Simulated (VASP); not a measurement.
# Si16HC16 (a cell with a defect) (H_i (antibonding at C)) in VASP: notebook

The runs below take Si16HC16 (a cell with a defect) (H_i (antibonding at C)) through single point, with PBE.

All numbers are computed with VASP 6.6.1; they aren't measurements. Logs are shortened: lines on timing, memory, paths and dates and some standing lists are left out, and cuts for length are marked.

## (1) The cell of the first run

The cell holds a defect, 33 atoms: a = 7.586 Å, b = 7.586 Å, c = 7.586 Å, α = 109.47°, β = 109.47°, γ = 109.47°.

## (2) Single point, PBE

Contents of INCAR:

```
ALGO = Normal ; EDIFF = 1E-6
ENCUT = 520 ; GGA = PE
GGA_COMPAT = False ; ISIF = 2
ISMEAR = -1 ; LASPH = True
LCHARG = True ; LELF = True
LREAL = Auto ; LVHAR = True
LWAVE = False ; NBANDS = 86
NELECT = 128.0 ; NELM = 120
PREC = Accurate ; SIGMA = 0.01
```

Contents of KPOINTS:

```
k-points
0
Gamma
  1 1 1
```

Contents of POSCAR:

```
Si16HC16
1.0
   -4.3797238571      4.3797238571     -4.3797238571
    4.3797238571      4.3797238571      4.3797238571
    4.3797238571     -4.3797238571     -4.3797238571
Si C H
16 16 1
Direct
   -0.0005350779      0.0009035504      0.7498200368
    0.0010234539      0.2497274795      0.5003222953
    0.0010303029      0.5009343243      0.2506454101
    0.0009958412      0.7505492678      0.0023976318
    0.2489291302     -0.0016294873      0.4979272554
    0.2467024441      0.2504769540      0.2487023078
    0.2483717680      0.4988126631     -0.0012635047
    0.2515887433      0.7501986383      0.7511087852
    0.4969905297     -0.0125969359      0.2517633177
    0.4930514602      0.2492573354     -0.0188352078
    0.5003367330      0.5013590690      0.7497266027
    0.5002192649      0.7495228850      0.5017478650
    0.7502153361     -0.0010521324     -0.0001788383
    0.7510530441      0.2497502564      0.7496605523
    0.7598572511      0.5131819932      0.5157405492
    0.7511270464      0.7493307594      0.2506528839
    0.0028572883      0.0009714003      0.0009649929
    0.0003349719      0.2498066591      0.7494469568
    0.0004066939      0.5006853191      0.5013838417
    0.0003151386      0.7494430058      0.2504202903
    0.2470601429     -0.0021104647      0.7471516264
    0.2526734018      0.2499700729      0.4983371083
    0.2515531057      0.4992186649      0.2499299202
    0.2487900198      0.7485356277     -0.0002546822
    0.4995829810     -0.0014249004      0.5020733674
    0.5099673488      0.2492055250      0.2535951365
    0.4989046410      0.5012558861     -0.0007322213
    0.5008166289      0.7503249940      0.7508797273
    0.7497894124     -0.0011985142      0.2504516263
    0.7486981757      0.2497488301     -0.0005903717
    0.7509340288      0.5013151457      0.7539569015
    0.7498826379      0.7509757268      0.5010288184
    0.6505936300      0.2570294174      0.2329603011
```

Potentials or basis: VASP PAW PBE potentials, release 64 (Si, C, H).

Started as:

```console
> cat potpaw_PBE.64/Si/POTCAR potpaw_PBE.64/C/POTCAR potpaw_PBE.64/H/POTCAR > POTCAR
> mpirun -np 1 vasp_gam > vasp.out
```

OUTCAR:

```text
EDIFF = 1E-6
   ENCUT = 520
   GGA = PE
   ISIF = 2
   ISMEAR = -1
   LASPH = True
   LREAL = Auto
   NELECT = 128.0
   NELM = 120
   PREC = Accurate

 ion  position               nearest neighbor table
   1  0.999  0.001  0.750-  18 1.89  32 1.89  21 1.89  17 1.90  15 3.02  10 3.06  14 3.08   7 3.08
                             2 3.09   6 3.09  16 3.09  12 3.09  13 3.09   5 3.11   8 3.11   4 3.12
   2  0.001  0.250  0.500-  18 1.89  29 1.90  19 1.90  22 1.91   6 3.08   1 3.09   7 3.09   5 3.09
                            14 3.09  11 3.09  16 3.10   8 3.10  13 3.10   3 3.10   9 3.12  15 3.13
   3  0.001  0.501  0.251-  20 1.89  19 1.90  23 1.91  30 1.91   6 3.07   5 3.08   4 3.08  16 3.09
                            12 3.09   7 3.09   8 3.10   2 3.10  14 3.10  13 3.11  15 3.14
   4  0.001  0.751  0.002-  20 1.89  31 1.89  24 1.89  17 1.90  15 3.01   5 3.07   9 3.07   3 3.08
                            16 3.09   7 3.09  13 3.09   6 3.10  11 3.10  14 3.10   8 3.11   1 3.12
   5  0.249  0.998  0.498-  20 1.88  25 1.89  21 1.90  22 1.90  10 2.99   9 3.06   4 3.07   3 3.08
                            16 3.08   2 3.09  12 3.10   6 3.11   8 3.11   1 3.11  14 3.11  11 3.12
   6  0.247  0.250  0.249-  23 1.87  17 1.87  22 1.88  26 1.99   3 3.07  13 3.08   2 3.08   7 3.09
                             1 3.09  12 3.09   4 3.10  11 3.10   5 3.11
   7  0.248  0.499  0.999-  18 1.89  24 1.89  27 1.89  23 1.90   9 3.03  10 3.06  14 3.08   1 3.08
                             6 3.09   2 3.09   8 3.09   4 3.09   3 3.09  11 3.10  16 3.11  12 3.12
   8  0.252  0.750  0.751-  28 1.89  24 1.90  19 1.90  21 1.90  15 3.05  11 3.08  12 3.08  13 3.09
                             7 3.09  10 3.09   3 3.10   2 3.10   9 3.10   5 3.11   4 3.11   1 3.11
   9  0.497  0.987  0.252-  25 1.87  24 1.87  29 1.89  26 1.95  12 3.02   7 3.03  16 3.05   5 3.06
                             4 3.07  14 3.09   8 3.10   2 3.12  13 3.13
  10  0.493  0.249  0.981-  21 1.85  33 1.85  27 1.85  30 1.90  26 2.03   5 2.99  11 3.00  14 3.03
                             1 3.06   7 3.06   8 3.09  16 3.10  13 3.15
  11  0.500  0.501  0.750-  28 1.88  31 1.89  27 1.90  22 1.90  10 3.00  15 3.06  12 3.07   8 3.08
                            13 3.08   2 3.09   4 3.10  16 3.10   7 3.10   6 3.10  14 3.11   5 3.12
  12  0.500  0.750  0.502-  28 1.89  25 1.89  32 1.89  23 1.90   9 3.02  11 3.07  15 3.07   8 3.08
                            13 3.09   6 3.09   3 3.09   1 3.09   5 3.10  14 3.10  16 3.11   7 3.12
  13  0.750  0.999  1.000-  28 1.89  29 1.90  30 1.91  17 1.91   6 3.08  11 3.08  12 3.09   8 3.09
                             4 3.09   1 3.09  16 3.10   2 3.10  14 3.10   3 3.11   9 3.13  10 3.15
  14  0.751  0.250  0.750-  18 1.89  25 1.90  31 1.90  30 1.90  10 3.03   1 3.08   7 3.08  15 3.08
                             9 3.09   2 3.09  12 3.10   4 3.10  13 3.10   3 3.10   5 3.11  11 3.11
  15  0.760  0.513  0.516-  31 1.86  32 1.87  19 1.90  26 1.96  33 2.01   4 3.01   1 3.02   8 3.05
                            11 3.06  12 3.07  14 3.08  16 3.11   2 3.13   3 3.14
  16  0.751  0.749  0.251-  20 1.89  29 1.90  32 1.90  27 1.90   9 3.05   5 3.08   4 3.09   3 3.09
                             1 3.09   2 3.10  13 3.10  10 3.10  11 3.10  15 3.11  12 3.11   7 3.11
  17  0.003  0.001  0.001-   6 1.87   1 1.90   4 1.90  13 1.91
  18  0.000  0.250  0.749-   1 1.89   7 1.89   2 1.89  14 1.89
  19  0.000  0.501  0.501-  15 1.90   8 1.90   2 1.90   3 1.90
  20  0.000  0.749  0.250-   5 1.88   4 1.89   3 1.89  16 1.89
  21  0.247  0.998  0.747-  10 1.85   1 1.89   5 1.90   8 1.90
  22  0.253  0.250  0.498-   6 1.88  11 1.90   5 1.90   2 1.91
  23  0.252  0.499  0.250-   6 1.87   7 1.90  12 1.90   3 1.91
  24  0.249  0.749  1.000-   9 1.87   7 1.89   4 1.89   8 1.90
  25  0.500  0.999  0.502-   9 1.87  12 1.89   5 1.89  14 1.90
  26  0.510  0.249  0.254-  33 1.11   9 1.95  15 1.96   6 1.99  10 2.03
  27  0.499  0.501  0.999-  10 1.85   7 1.89  11 1.90  16 1.90
  28  0.501  0.750  0.751-  11 1.88  12 1.89  13 1.89   8 1.89
  29  0.750  0.999  0.250-   9 1.89  16 1.90   2 1.90  13 1.90
  30  0.749  0.250  0.999-  10 1.90  14 1.90  13 1.91   3 1.91
  31  0.751  0.501  0.754-  15 1.86  11 1.89   4 1.89  14 1.90
  32  0.750  0.751  0.501-  15 1.87  12 1.89   1 1.89  16 1.90
  33  0.651  0.257  0.233-  26 1.11  10 1.85  15 2.01

  LATTYP: Found a body centered cubic cell.
 ALAT       =     8.7594477142

  Lattice vectors:

 A1 = (  -4.3797238571,   4.3797238571,  -4.3797238571)
 A2 = (   4.3797238571,   4.3797238571,   4.3797238571)
 A3 = (   4.3797238571,  -4.3797238571,  -4.3797238571)

Analysis of symmetry for initial positions (statically):
=====================================================================
 Subroutine PRICEL returns:
 Original cell was already a primitive cell.

 Routine SETGRP: Setting up the symmetry group for a
 body centered cubic supercell.

 Subroutine GETGRP returns: Found  1 space group operations
 (whereof  1 operations were pure point group operations)
 out of a pool of 48 trial point group operations.

The static configuration has the point symmetry C_1 .

Analysis of symmetry for dynamics (positions and initial velocities):
=====================================================================
 Subroutine PRICEL returns:
 Original cell was already a primitive cell.

 Routine SETGRP: Setting up the symmetry group for a
 body centered cubic supercell.

 Subroutine GETGRP returns: Found  1 space group operations
 (whereof  1 operations were pure point group operations)
 out of a pool of 48 trial point group operations.

The dynamic configuration has the point symmetry C_1 .

 Subroutine INISYM returns: Found  1 space group operations
 (whereof  1 operations are pure point group operations),
 and found     1 'primitive' translations

----------------------------------------------------------------------------------------

                                     Primitive cell

  volume of cell :     336.0471

  direct lattice vectors                    reciprocal lattice vectors
    -4.379723857  4.379723857 -4.379723857     0.000000000  0.114162449 -0.114162449
     4.379723857  4.379723857  4.379723857     0.114162449  0.114162449  0.000000000
     4.379723857 -4.379723857 -4.379723857     0.114162449  0.000000000 -0.114162449

  length of vectors
     7.585904244  7.585904244  7.585904244     0.161450083  0.161450083  0.161450083

  position of ions in fractional coordinates (direct lattice)
     0.999464922  0.000903550  0.749820037
     0.001023454  0.249727480  0.500322295
     0.001030303  0.500934324  0.250645410
     0.000995841  0.750549268  0.002397632
     0.248929130  0.998370513  0.497927255
     0.246702444  0.250476954  0.248702308
[... 25 lines left out ...]
     0.749882638  0.750975727  0.501028818
     0.650593630  0.257029417  0.232960301

  ion indices of the primitive-cell ions
   primitive index   ion index
                 1           1
                 2           2
                 3           3
                 4           4
                 5           5
                 6           6
[... 25 lines left out ...]
                32          32
                33          33

----------------------------------------------------------------------------------------

 KPOINTS: k-points

Automatic generation of k-mesh.
 Grid dimensions read from file:
 generate k-points for:    1    1    1

 Generating k-lattice:

  Cartesian coordinates                     Fractional coordinates (reciprocal lattice)
     0.000000000  0.114162449 -0.114162449     1.000000000  0.000000000  0.000000000
     0.114162449  0.114162449  0.000000000     0.000000000  1.000000000  0.000000000
     0.114162449  0.000000000 -0.114162449     0.000000000  0.000000000  1.000000000

  Length of vectors
     0.161450083  0.161450083  0.161450083

  Shift w.r.t. Gamma in fractional coordinates (k-lattice)
     0.000000000  0.000000000  0.000000000

 Subroutine IBZKPT returns following result:
 ===========================================

 Found      1 irreducible k-points:

 Following reciprocal coordinates:
            Coordinates               Weight
  0.000000  0.000000  0.000000      1.000000
   k-points           NKPTS =      1   k-points in BZ     NKDIM =      1   number of bands    NBANDS=     86
   number of dos      NEDOS =    301   number of ions     NIONS =     33
   total plane-waves  NPLWV = 175616
   dimension x,y,z NGX =    56 NGY =   56 NGZ =   56
   dimension x,y,z NGXF=   112 NGYF=  112 NGZF=  112
   ions per type =              16  16   1
   NGX,Y,Z   is equivalent  to a cutoff of  12.27, 12.27, 12.27 a.u.
   NGXF,Y,Z  is equivalent  to a cutoff of  24.54, 24.54, 24.54 a.u.
 SYSTEM =  unknown system
   PREC   = accura    normal or accurate (medium, high low for compatibility)
   ISTART =      0    job   : 0-new  1-cont  2-samecut
   ICHARG =      2    charge: 1-file 2-atom 10-const
   ISPIN  =      1    spin polarized calculation?
   LNONCOLLINEAR =      F non collinear calculations
   LSORBIT =      F    spin-orbit coupling
   LASPH  =      T    aspherical Exc in radial PAW
   ENCUT  =  520.0 eV  38.22 Ry    6.18 a.u.  14.10 14.10 14.10*2*pi/ulx,y,z
   NELM   =    120;   NELMIN=  2; NELMDL= -5     # of ELM steps
   EDIFF  = 0.1E-05   stopping-criterion for ELM
   LREAL  =      T    real-space projection
   EDIFFG = 0.1E-04   stopping-criterion for IOM
   NSW    =      0    number of steps for IOM
   IBRION =     -1    ionic relax: 0-MD 1-quasi-New 2-CG
   NFREE  =      0    steps in history (QN), initial steepest desc. (CG)
   ISIF   =      2    stress and relaxation
   ISYM   =      2    0-nonsym 1-usesym 2-fastsym
   POTIM  = 0.5000    time-step for ionic-motion
   TEBEG  =    0.0;   TEEND  =   0.0 temperature during run
   PSTRESS=    0.0 pullay stress
   NELECT =     128.0000    total number of electrons
   NUPDOWN=      -1.0000    fix difference up-down
   EMIN   =  10.00;   EMAX   =-10.00  energy-range for DOS
   EFERMI =   0.00;   METHOD = LEGACY
   ISMEAR =    -1;   SIGMA  =   0.01  broadening in eV -4-tet -1-fermi 0-gaus
   EFERMI_NEDOS =   21; number of points for ismear=-14 and -15
   IALGO  =     38    algorithm
   IMIX   =      4    mixing-type and parameters
     AMIX     =   0.40;   BMIX     =  1.00
     AMIX_MAG =   1.60;   BMIX_MAG =  1.00
  volume/ion in A,a.u.               =      10.18        68.72
  Fermi-wavevector in a.u.,A,eV,Ry     =   1.186710  2.242558 19.160835  1.408282
  Thomas-Fermi vector in A             =   2.322877
   LORBIT       =      0    0 simple, 1 ext, 2 COOP (PROOUT), +10 PAW based schemes
   GGA     = PE    functional components
   LHFCALC =     F    Hartree Fock is set to
   AEXX    =    0.0000 exact exchange contribution
   IVDW    =     0    specifies the selected vdW correction
   LEPSILON=     F    determine dielectric tensor
   LRPA    =     F    only Hartree local field effects (RPA)
 non-spin polarized calculation
  energy-cutoff  :      520.00
  volume of cell :      336.05
 maximum number of plane-waves:      4475
   NGX = 29   NGY = 29   NGZ = 29

 number of electron     127.9999992 magnetization

 Free energy of the ion-electron system (eV)
  ---------------------------------------------------
  ext. energy  EPLUGINS =         0.00000000
  ---------------------------------------------------
  free energy    TOTEN  =      -247.60642279 eV

  energy without entropy =     -247.60642279  energy(sigma->0) =     -247.60642279

 E-fermi :   8.3821     XC(G=0): -11.2600

 val. band max:        8.0687836775   @ k =   0.0000   0.0000   0.0000
 cond. band min:       9.2426612467   @ k =   0.0000   0.0000   0.0000
 fundamental gap:      1.1738775692
 Fermi energy:         8.3820626959

 k-point     1 :       0.0000    0.0000    0.0000
  band No.  band energies     occupation
      1      -7.4743      2.00000
      2      -5.7347      2.00000
      3      -4.3931      2.00000
      4      -4.3238      2.00000
      5      -4.3003      2.00000
      6      -4.2652      2.00000
[... 68 lines left out ...]
     75      13.4817      0.00000
     76      13.5055      0.00000
 [bands above 76 left out]

------------------------ aborting loop because EDIFF is reached ----------------------------------------

  FORCE on cell =-STRESS in cart. coord.  units (eV):
  Direction    XX          YY          ZZ          XY          YZ          ZX
  --------------------------------------------------------------------------------------
  -------------------------------------------------------------------------------------
  Total       -5.4975003     -5.8287662     -4.7194780      1.8266231      1.9387584     -2.0138713
  in kB      -26.2105218    -27.7899038    -22.5011323      8.7088207      9.2434500     -9.6015671
  external PRESSURE =     -25.5005193 kB  Pullay stress =       0.0000000 kB

 VOLUME and BASIS-vectors are now :
 -----------------------------------------------------------------------------
  energy-cutoff  :      520.00
  volume of cell :      336.05
      direct lattice vectors                 reciprocal lattice vectors
    -4.379723857  4.379723857 -4.379723857     0.000000000  0.114162449 -0.114162449
     4.379723857  4.379723857  4.379723857     0.114162449  0.114162449  0.000000000
     4.379723857 -4.379723857 -4.379723857     0.114162449  0.000000000 -0.114162449

 POSITION                                       TOTAL-FORCE (eV/Angst)
 -----------------------------------------------------------------------------------
     -1.08942      1.09733     -7.65743         0.008255      0.005535      0.003752
      3.28053     -1.09305     -1.10202         0.044693     -0.042343      0.019796
      3.28720      1.10071      1.09168         0.041151     -0.001736      0.040783
      3.29334      3.28106      3.27234         0.001922     -0.002181     -0.000810
      5.46313      3.28204      1.10156        -0.002210      0.004607     -0.000149
      1.10578      1.08826     -1.07272         0.027010     -0.024766      0.046968
[... 25 lines left out ...]
      2.19916      4.37898     -2.18958         0.085552     -0.087594     -0.021787
     -0.70340      2.95484     -2.74400         0.045068     -0.052936      0.017547
 -----------------------------------------------------------------------------------
    total drift:                                0.015638     -0.028496     -0.006189

  FREE ENERGIE OF THE ION-ELECTRON SYSTEM (eV)
  ---------------------------------------------------
  free  energy   TOTEN  =      -247.6064227890 eV

  energy  without entropy=     -247.6064227890  energy(sigma->0) =     -247.60642279
```

It took 50 s on 1 thread of Intel Xeon Platinum 8488C (Sapphire Rapids), shared host; peak memory 0.39 GiB.

Results:

```
Free energy   : -247.6064 eV
Largest force : 0.387 eV/Å
```

Forces in eV/Å, atoms in the order of the input:
```
Si   0.008  0.006  0.004
Si   0.045 -0.042  0.020
Si   0.041 -0.002  0.041
Si   0.002 -0.002 -0.001
Si  -0.002  0.005  0.000
Si   0.027 -0.025  0.047
Si  -0.005 -0.005  0.003
Si   0.008  0.022 -0.022
Si  -0.001 -0.034 -0.008
Si  -0.023  0.010  0.040
Si  -0.001  0.004  0.004
Si   0.000  0.002  0.003
Si   0.003 -0.044  0.040
Si  -0.021  0.025  0.023
Si   0.037 -0.004 -0.011
Si  -0.022 -0.007 -0.026
C   -0.015  0.031 -0.022
C   -0.062  0.060 -0.032
C   -0.005 -0.039  0.003
C   -0.046  0.034 -0.061
C    0.108  0.057  0.074
C   -0.052  0.048 -0.016
C   -0.032  0.017 -0.026
C    0.069 -0.086 -0.021
C   -0.042 -0.084  0.063
C   -0.214  0.235 -0.220
C   -0.043 -0.113  0.083
C   -0.028  0.048 -0.072
C    0.027  0.020  0.009
C    0.031 -0.043  0.023
C    0.079  0.048  0.065
C    0.086 -0.088 -0.022
H    0.045 -0.053  0.018
```

Caveat: the k points lie up to 1.01 Å⁻¹ apart; the cell carries a net charge on a neutralising background, which shifts energy and pressure; the cell is charged against a uniform background, so pressure and absolute levels hang on convention.

(Part 1 of 2 ends here.)
